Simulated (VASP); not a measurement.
# Ga (C2/c) in VASP: notebook

The runs below take Ga through single point, with PBE.

Everything below comes from runs of VASP 6.6.1. Logs are shortened: lines on timing, memory, paths and dates and some standing lists are left out, and cuts for length are marked.

## (1) The cell of the first run

Symmetry: C2/c, No. 15, monoclinic system. Conventional cell: a = 3.448 Å, b = 4.352 Å, c = 5.222 Å, α = 90.00°, β = 107.70°, γ = 90.00°. Within 3.7 Å of Ga (site symmetry 2) lie 12 Ga at 2.78 to 3.69 Å.

## (2) Single point, PBE (volume scaled by 0.97, then relaxed in part)

INCAR

```
SYSTEM = Ga
PREC = Accurate
ENCUT = 520
EDIFF = 1E-6
ISMEAR = 0
SIGMA = 0.1
LREAL = .FALSE.
LASPH = .TRUE.
NELM = 80
ALGO = Fast
ISIF = 2
LWAVE = .FALSE.
LCHARG = .FALSE.
GGA = PE
NBANDS = 20
```

KPOINTS

```
Automatic mesh
0
G
  20 20 12
  0 0 0
```

POSCAR

```
Ga
1.0
    1.7240118210     -2.1758746175     -0.0232724828
    1.7240118210      2.1758746175     -0.0232724828
   -1.5206291854      0.0000000000      4.9955269818
Ga
2
Direct
    0.8708889489      0.1291110511      0.7500000000
    0.1291110511      0.8708889489      0.2500000000
```

Potentials or basis: VASP PAW PBE potentials, release 64 (Ga_d).

Run with:

```sh
cat potpaw_PBE.64/Ga_d/POTCAR > POTCAR
mpirun -np 1 vasp_std > vasp.out
```

OUTCAR:

```text
SYSTEM = Ga
   PREC = Accurate
   ENCUT = 520
   EDIFF = 1E-6
   ISMEAR = 0
   LREAL = .FALSE.
   LASPH = .TRUE.
   NELM = 80
   ISIF = 2
   GGA = PE

 ion  position               nearest neighbor table
   1  0.871  0.129  0.750-   2 2.84   2 2.84   2 2.86   2 2.86
   2  0.129  0.871  0.250-   1 2.84   1 2.84   1 2.86   1 2.86

  LATTYP: Found a base centered monoclinic cell.
 ALAT       =     3.4483377836
 B/A-ratio  =     1.2619846164
 C/A-ratio  =     1.5143061285
 COS(beta)  =    -0.3040919602

  Lattice vectors:

 A1 = (   1.7240118210,  -2.1758746175,  -0.0232724828)
 A2 = (   1.7240118210,   2.1758746175,  -0.0232724828)
 A3 = (  -1.5206291854,   0.0000000000,   4.9955269818)

Analysis of symmetry for initial positions (statically):
=====================================================================
 Subroutine PRICEL returns:
 Original cell was already a primitive cell.

 Routine SETGRP: Setting up the symmetry group for a
 base centered monoclinic supercell.

 Subroutine GETGRP returns: Found  4 space group operations
 (whereof  2 operations were pure point group operations)
 out of a pool of  4 trial point group operations.

The static configuration has the point symmetry S_2 .
 The point group associated with its full space group is C_2h.

Analysis of symmetry for dynamics (positions and initial velocities):
=====================================================================
 Subroutine PRICEL returns:
 Original cell was already a primitive cell.

 Routine SETGRP: Setting up the symmetry group for a
 base centered monoclinic supercell.

 Subroutine GETGRP returns: Found  4 space group operations
 (whereof  2 operations were pure point group operations)
 out of a pool of  4 trial point group operations.

The dynamic configuration has the point symmetry S_2 .
 The point group associated with its full space group is C_2h.

 Subroutine INISYM returns: Found  4 space group operations
 (whereof  2 operations are pure point group operations),
 and found     1 'primitive' translations

----------------------------------------------------------------------------------------

                                     Primitive cell

  volume of cell :      37.3248

  direct lattice vectors                    reciprocal lattice vectors
     1.724011821 -2.175874617 -0.023272483     0.291217850 -0.229792653  0.088646176
     1.724011821  2.175874617 -0.023272483     0.291217850  0.229792653  0.088646176
    -1.520629185  0.000000000  4.995526982     0.002713372  0.000000000  0.201005026

  length of vectors
     2.776182400  2.776182400  5.221839039     0.381406141  0.381406141  0.201023340

  position of ions in fractional coordinates (direct lattice)
     0.870888949  0.129111051  0.750000000
     0.129111051  0.870888949  0.250000000

  ion indices of the primitive-cell ions
   primitive index   ion index
                 1           1
                 2           2

----------------------------------------------------------------------------------------

 KPOINTS: Automatic mesh

Automatic generation of k-mesh.
 Grid dimensions read from file:
 generate k-points for:   20   20   12

 Generating k-lattice:

  Cartesian coordinates                     Fractional coordinates (reciprocal lattice)
     0.014560893 -0.011489633  0.004432309     0.050000000  0.000000000 -0.000000000
     0.014560893  0.011489633  0.004432309     0.000000000  0.050000000 -0.000000000
     0.000226114  0.000000000  0.016750419    -0.000000000 -0.000000000  0.083333333

  Length of vectors
     0.019070307  0.019070307  0.016751945

  Shift w.r.t. Gamma in fractional coordinates (k-lattice)
     0.000000000  0.000000000  0.000000000

 Subroutine IBZKPT returns following result:
 ===========================================

 Found   1272 irreducible k-points:

 Following reciprocal coordinates:
            Coordinates               Weight
  0.000000  0.000000  0.000000      1.000000
  0.050000  0.000000  0.000000      4.000000
  0.100000 -0.000000  0.000000      4.000000
  0.150000 -0.000000  0.000000      4.000000
  0.200000 -0.000000  0.000000      4.000000
  0.250000  0.000000  0.000000      4.000000
[... 16 lines left out ...]
 -0.400000  0.050000 -0.000000      4.000000
 -0.350000  0.050000  0.000000      4.000000
 [... further k-points ...]
   k-points           NKPTS =   1272   k-points in BZ     NKDIM =   1272   number of bands    NBANDS=     20
   number of dos      NEDOS =    301   number of ions     NIONS =      2
   total plane-waves  NPLWV =  23040
   dimension x,y,z NGX =    24 NGY =   24 NGZ =   40
   dimension x,y,z NGXF=    48 NGYF=   48 NGZF=   80
   ions per type =               2
   NGX,Y,Z   is equivalent  to a cutoff of  14.37, 14.37, 12.73 a.u.
   NGXF,Y,Z  is equivalent  to a cutoff of  28.74, 28.74, 25.47 a.u.
 SYSTEM =  Ga
   PREC   = accura    normal or accurate (medium, high low for compatibility)
   ISTART =      0    job   : 0-new  1-cont  2-samecut
   ICHARG =      2    charge: 1-file 2-atom 10-const
   ISPIN  =      1    spin polarized calculation?
   LNONCOLLINEAR =      F non collinear calculations
   LSORBIT =      F    spin-orbit coupling
   LASPH  =      T    aspherical Exc in radial PAW
   ENCUT  =  520.0 eV  38.22 Ry    6.18 a.u.   5.16  5.16  9.71*2*pi/ulx,y,z
   NELM   =     80;   NELMIN=  2; NELMDL= -5     # of ELM steps
   EDIFF  = 0.1E-05   stopping-criterion for ELM
   LREAL  =      F    real-space projection
   EDIFFG = 0.1E-04   stopping-criterion for IOM
   NSW    =      0    number of steps for IOM
   IBRION =     -1    ionic relax: 0-MD 1-quasi-New 2-CG
   NFREE  =      0    steps in history (QN), initial steepest desc. (CG)
   ISIF   =      2    stress and relaxation
   ISYM   =      2    0-nonsym 1-usesym 2-fastsym
   POTIM  = 0.5000    time-step for ionic-motion
   TEBEG  =    0.0;   TEEND  =   0.0 temperature during run
   PSTRESS=    0.0 pullay stress
   NELECT =      26.0000    total number of electrons
   NUPDOWN=      -1.0000    fix difference up-down
   EMIN   =  10.00;   EMAX   =-10.00  energy-range for DOS
   EFERMI =   0.00;   METHOD = LEGACY
   ISMEAR =     0;   SIGMA  =   0.10  broadening in eV -4-tet -1-fermi 0-gaus
   EFERMI_NEDOS =   21; number of points for ismear=-14 and -15
   IALGO  =     68    algorithm
   IMIX   =      4    mixing-type and parameters
     AMIX     =   0.40;   BMIX     =  1.00
     AMIX_MAG =   1.60;   BMIX_MAG =  1.00
  volume/ion in A,a.u.               =      18.66       125.94
  Fermi-wavevector in a.u.,A,eV,Ry     =   1.451221  2.742410 28.654446  2.106042
  Thomas-Fermi vector in A             =   2.568743
   LORBIT       =      0    0 simple, 1 ext, 2 COOP (PROOUT), +10 PAW based schemes
   GGA     = PE    functional components
   LHFCALC =     F    Hartree Fock is set to
   AEXX    =    0.0000 exact exchange contribution
   IVDW    =     0    specifies the selected vdW correction
   LEPSILON=     F    determine dielectric tensor
   LRPA    =     F    only Hartree local field effects (RPA)
 non-spin polarized calculation
 RMM-DIIS sequential band-by-band and
 Gauss-broadening in eV      SIGMA  =   0.10
  energy-cutoff  :      520.00
  volume of cell :       37.32
 maximum number of plane-waves:      1019
 NGX is ok and might be reduce to    24
   NGX = 11   NGY = 11   NGZ = 19

 number of electron      25.9999993 magnetization

 Free energy of the ion-electron system (eV)
  ---------------------------------------------------
  ext. energy  EPLUGINS =         0.00000000
  ---------------------------------------------------
  free energy    TOTEN  =        -5.77538238 eV

  energy without entropy =       -5.77203137  energy(sigma->0) =       -5.77370688

 E-fermi :   5.6164     XC(G=0): -11.0337

 val. band max:        5.6139159153   @ k =   0.4500   0.3000   0.2500
 cond. band min:       5.6240675124   @ k =   0.3500   0.3000   0.0000
 fundamental gap:      0.0101515972
 Fermi energy:         5.6164405568

 k-point     1 :       0.0000    0.0000    0.0000
  band No.  band energies     occupation
      1      -9.5140      2.00000
      2      -9.5105      2.00000
      3      -9.4367      2.00000
      4      -9.4187      2.00000
      5      -9.2258      2.00000
      6      -9.2178      2.00000
[... 12 lines left out ...]
     19      18.4060      0.00000
     20      18.9232      0.00000

 k-point     2 :       0.0500    0.0000    0.0000
  band No.  band energies     occupation
      1      -9.5096      2.00000
      2      -9.5064      2.00000
      3      -9.4337      2.00000
      4      -9.4145      2.00000
      5      -9.2277      2.00000
      6      -9.2212      2.00000
[... 12 lines left out ...]
     19      18.9000      0.00000
     20      19.2293      0.00000

 k-point     3 :       0.1000   -0.0000    0.0000
  band No.  band energies     occupation
      1      -9.5009      2.00000
      2      -9.4941      2.00000
      3      -9.4253      2.00000
      4      -9.3996      2.00000
      5      -9.2361      2.00000
      6      -9.2272      2.00000
[... 12 lines left out ...]
     19      19.2712      0.00000
     20      19.7029      0.00000

 k-point     4 :       0.1500   -0.0000    0.0000
  band No.  band energies     occupation
      1      -9.4955      2.00000
      2      -9.4757      2.00000
      3      -9.4133      2.00000
      4      -9.3725      2.00000
      5      -9.2504      2.00000
      6      -9.2319      2.00000
[... 12 lines left out ...]
     19      19.6471      0.00000
     20      20.2578      0.00000

 k-point     5 :       0.2000   -0.0000    0.0000
  band No.  band energies     occupation
      1      -9.4943      2.00000
      2      -9.4583      2.00000
      3      -9.3988      2.00000
      4      -9.3470      2.00000
      5      -9.2569      2.00000
      6      -9.2357      2.00000
[... 12 lines left out ...]
     19      19.8753      0.00000
     20      20.4888      0.00000
[... 353 lines left out ...]
      6      -9.2188      2.00000
[... 12 lines left out ...]
     19      18.2094      0.00000
     20      19.5926      0.00000

 k-point    22 :      -0.4500    0.0500    0.0000
  band No.  band energies     occupation
      1      -9.5130      2.00000
      2      -9.4392      2.00000
      3      -9.4241      2.00000
      4      -9.3743      2.00000
      5      -9.2521      2.00000
      6      -9.2233      2.00000
[... 12 lines left out ...]
     19      18.3096      0.00000
     20      19.5505      0.00000

 k-point    23 :      -0.4000    0.0500   -0.0000
  band No.  band energies     occupation
      1      -9.5048      2.00000
      2      -9.4360      2.00000
      3      -9.4131      2.00000
      4      -9.3705      2.00000
      5      -9.2510      2.00000
      6      -9.2270      2.00000
[... 12 lines left out ...]
     19      18.3403      0.00000
     20      19.6083      0.00000

 k-point    24 :      -0.3500    0.0500    0.0000
  band No.  band energies     occupation
      1      -9.4952      2.00000
      2      -9.4336      2.00000
      3      -9.3960      2.00000
      4      -9.3656      2.00000
      5      -9.2490      2.00000
      6      -9.2295      2.00000
[... 12 lines left out ...]
     19      18.3666      0.00000
     20      19.6246      0.00000

 [... further k-points ...]

------------------------ aborting loop because EDIFF is reached ----------------------------------------

  FORCE on cell =-STRESS in cart. coord.  units (eV):
  Direction    XX          YY          ZZ          XY          YZ          ZX
  --------------------------------------------------------------------------------------
  -------------------------------------------------------------------------------------
  Total        0.4058535      0.4035712      0.4117820      0.0000000      0.0000000      0.0007713
  in kB       17.4213863     17.3234153     17.6758702      0.0000000      0.0000000      0.0331072
  external PRESSURE =      17.4735573 kB  Pullay stress =       0.0000000 kB

 VOLUME and BASIS-vectors are now :
 -----------------------------------------------------------------------------
  energy-cutoff  :      520.00
  volume of cell :       37.32
      direct lattice vectors                 reciprocal lattice vectors
     1.724011821 -2.175874617 -0.023272483     0.291217850 -0.229792653  0.088646176
     1.724011821  2.175874617 -0.023272483     0.291217850  0.229792653  0.088646176
    -1.520629185  0.000000000  4.995526982     0.002713372  0.000000000  0.201005026

 POSITION                                       TOTAL-FORCE (eV/Angst)
 -----------------------------------------------------------------------------------
      0.58354     -1.61402      3.72337         0.000000     -0.000489     -0.000000
      1.34385      1.61402      1.22561        -0.000000      0.000489      0.000000
 -----------------------------------------------------------------------------------
    total drift:                               -0.000000     -0.000000      0.000000

  FREE ENERGIE OF THE ION-ELECTRON SYSTEM (eV)
  ---------------------------------------------------
  free  energy   TOTEN  =        -5.7753823842 eV

  energy  without entropy=       -5.7720313705  energy(sigma->0) =       -5.77370688
```

Wall time 8.3 min (1 thread of Intel Xeon Platinum 8488C (Sapphire Rapids), shared host); peak memory 0.77 GiB.

What came out:

| Item | Value |
| --- | --- |
| Free energy | -5.7754 eV |
| Pressure | 1.7 GPa |
| Band gap on the k mesh | zero (band 13 reaches 9.77 eV, above the bottom of band 14 at 3.37 eV) |

(Continued in part 2 of 2.)
